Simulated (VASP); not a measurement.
# KBr (Fm-3m) in VASP: a series of runs, part 2 of 2

VASP 6.6.1. The steps go on from the part before.

### 4 Single point, PBE, non-collinear spin, zero start, spin-orbit coupling

This run uses another cell than the first one, of 36.02 Å³/atom.

The input, INCAR:

```
SYSTEM = KBr
PREC = Accurate
ENCUT = 520
EDIFF = 1E-7
ISMEAR = 0
SIGMA = 0.01
LREAL = .FALSE.
LASPH = .TRUE.
NELM = 150
ALGO = Normal
ISIF = 2
LWAVE = .FALSE.
LCHARG = .FALSE.
LNONCOLLINEAR = .TRUE.
MAGMOM = 0 0 0 0 0 0
LORBIT = 11
LSORBIT = .TRUE.
GGA_COMPAT = .FALSE.
LORBMOM = .TRUE.
GGA = PE
NBANDS = 28
```

The input, KPOINTS:

```
Automatic mesh
0
G
  6 6 6
  0 0 0
```

The input, POSCAR:

```
KBr
1.0
    0.0000000000      3.3024387198      3.3024387198
    3.3024387198      0.0000000000      3.3024387198
    3.3024387198      3.3024387198      0.0000000000
K Br
1 1
Direct
    0.0000000000      0.0000000000      0.0000000000
    0.5000000000      0.5000000000      0.5000000000
```

Potentials or basis: VASP PAW PBE potentials, release 64 (K_sv, Br).

The run is started by

```sh
$ cat potpaw_PBE.64/K_sv/POTCAR potpaw_PBE.64/Br/POTCAR > POTCAR
$ mpirun -np 1 vasp_ncl > vasp.out
```

OUTCAR:

```text
SYSTEM = KBr
   PREC = Accurate
   ENCUT = 520
   EDIFF = 1E-7
   ISMEAR = 0
   LREAL = .FALSE.
   LASPH = .TRUE.
   NELM = 150
   ISIF = 2
   LNONCOLLINEAR = .TRUE.
   LORBIT = 11
   LSORBIT = .TRUE.
   GGA = PE

 ion  position               nearest neighbor table
   1  0.000  0.000  0.000-
   2  0.500  0.500  0.500-

  LATTYP: Found a face centered cubic cell.
 ALAT       =     6.6048774396

  Lattice vectors:

 A1 = (   0.0000000000,   3.3024387198,   3.3024387198)
 A2 = (   3.3024387198,   0.0000000000,   3.3024387198)
 A3 = (   3.3024387198,   3.3024387198,   0.0000000000)

Analysis of symmetry for initial positions (statically):
=====================================================================
 Subroutine PRICEL returns:
 Original cell was already a primitive cell.

 Routine SETGRP: Setting up the symmetry group for a
 face centered cubic supercell.

 Subroutine GETGRP returns: Found 48 space group operations
 (whereof 48 operations were pure point group operations)
[... 751 lines left out ...]
     0.0000000     0.0000000     0.0000000     0.0000000     0.0000000     0.0000000     0.0000000
     0.0000000     0.0000000     0.0000000     0.0000000     0.0000000     0.0000000     0.0000000
     0.0000000     0.0000000     0.0000000     0.0000000     0.0000000     0.0000000     0.0000000
     0.0000000     0.0000000     0.0000000     0.0000000     0.0000000     0.0000000     0.0000000
     0.0000000     0.0000000     0.0000000     0.0000000     0.0000000     0.0000000     0.0000000
     0.0000000     0.0000000     0.0000000     0.0000000     0.0000000     0.0000000     0.0000000

 Ion:    2  E_soc:     -0.0508585
 l=   1
     0.0000000    -0.0084762    -0.0084762
    -0.0084762     0.0000000    -0.0084762
    -0.0084762    -0.0084762     0.0000000
 l=   2
     0.0000000    -0.0000001     0.0000000    -0.0000001    -0.0000002
    -0.0000001     0.0000000    -0.0000001    -0.0000001    -0.0000000
     0.0000000    -0.0000001     0.0000000    -0.0000001     0.0000000
    -0.0000001    -0.0000001    -0.0000001     0.0000000    -0.0000000
    -0.0000002    -0.0000000     0.0000000    -0.0000000     0.0000000
 l=   3
     0.0000000     0.0000000     0.0000000     0.0000000     0.0000000     0.0000000     0.0000000
     0.0000000     0.0000000     0.0000000     0.0000000     0.0000000     0.0000000     0.0000000
     0.0000000     0.0000000     0.0000000     0.0000000     0.0000000     0.0000000     0.0000000
     0.0000000     0.0000000     0.0000000     0.0000000     0.0000000     0.0000000     0.0000000
     0.0000000     0.0000000     0.0000000     0.0000000     0.0000000     0.0000000     0.0000000
     0.0000000     0.0000000     0.0000000     0.0000000     0.0000000     0.0000000     0.0000000
     0.0000000     0.0000000     0.0000000     0.0000000     0.0000000     0.0000000     0.0000000

 total charge

# of ion       s       p       d       tot
------------------------------------------
    1        1.957   5.581   0.024   7.563
    2        1.599   3.303   0.001   4.903
--------------------------------------------------
tot          3.557   8.884   0.025  12.466

 magnetization (x)

# of ion       s       p       d       tot
------------------------------------------
    1       -0.000   0.000   0.000  -0.000
    2       -0.000   0.000   0.000  -0.000
--------------------------------------------------
tot         -0.000   0.000   0.000  -0.000

 magnetization (y)

# of ion       s       p       d       tot
------------------------------------------
    1        0.000   0.000  -0.000   0.000
    2        0.000   0.000   0.000   0.000
--------------------------------------------------
tot          0.000   0.000  -0.000   0.000

 magnetization (z)

# of ion       s       p       d       tot
------------------------------------------
    1       -0.000  -0.000  -0.000  -0.000
    2        0.000   0.000   0.000   0.000
--------------------------------------------------
tot         -0.000  -0.000  -0.000  -0.000
```

stdout:

```text
POSCAR found type information on POSCAR K Br
 POSCAR found :  2 types and       2 ions
 scaLAPACK will be used
 LDA part: xc-table for (Slater+PW92), standard interpolation
 POSCAR, INCAR and KPOINTS ok, starting setup
 FFT: planning ... GRIDC
 FFT: planning ... GRID_SOFT
 FFT: planning ... GRID
 WAVECAR not read
 entering main loop
```

Wall time 3.2 min (1 thread of Intel Xeon 8259CL, shared host); peak memory 0.4 GiB.

Results:

* Free energy: -6.2452 eV
* Pressure: 0.7 GPa
* Net moment: 0.00 μB per cell
* Valence electrons inside the program's atomic spheres: K 7.56; Br 4.90

Moments on the atoms (μB; x, y, z):
```
K   0.00 0.00 0.00
Br  0.00 0.00 0.00
```

### 5 Overview

| task | level | potentials or basis | spin | cell | cutoff (eV) | smearing | gap on the mesh (eV) | pressure (GPa) | relaxed volume (Å³/atom) |
| --- | --- | --- | --- | --- | --- | --- | --- | --- | --- |
| relaxation of cell and atoms | PBEsol | VASP PAW PBE potentials, release 64 (K_sv, Br) | off | relaxed from a = 4.738 Å, angles 60.0°, 2 atoms | 600 | fermi-dirac 0.02 eV | 4.33 | 0.0 | 35.26 |
| relaxation of cell and atoms | LDA | VASP PAW LDA potentials, release 64 (K_sv, Br) | off | relaxed from a = 4.738 Å, angles 60.0°, 2 atoms | 600 | fermi-dirac 0.02 eV | 4.32 | 0.0 | 32.46 |
| single point | PBE | VASP PAW PBE potentials, release 64 (K_sv, Br) | non-collinear, zero start, SOC | a = 4.670 Å, angles 60.0°, 2 atoms | 520 | gaussian 0.01 eV | - | 0.7 | - |

Alike in all rows: k mesh 6 × 6 × 6.

Caveats: the PAW data sets were made with another functional, which shifts forces and pressure a little (at least some runs).

Absolute energies hang on the potentials; compare differences alone.
